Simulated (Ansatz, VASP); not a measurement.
CaS in VASP and in Ansatz

```
CELL_PARAMETERS angstrom
0.00000 2.80458 2.80458
2.80458 0.00000 2.80458
2.80458 2.80458 0.00000
ATOMIC_POSITIONS crystal
Ca 0.00000 0.00000 0.00000
S 0.50000 0.50000 0.50000
```

Alike in both runs: task single point; functional RPBE; k mesh 5 × 5 × 5; no spin polarisation.

```csv
,VASP,Ansatz
version,VASP 6.6.1,Ansatz 0.2.0
potentials or method,"VASP PAW PBE potentials, release 64 (Ca_sv, S), cutoff 500 eV","plane waves, PAW"
occupations,"gaussian, width 0.01 eV",fixed
valence electrons in the cell,16,16
```

```csv
,VASP,Ansatz,Ansatz less VASP
pressure (GPa),6.0,5.9,-0.17
```

VASP's potentials were made for PBE, not for RPBE.
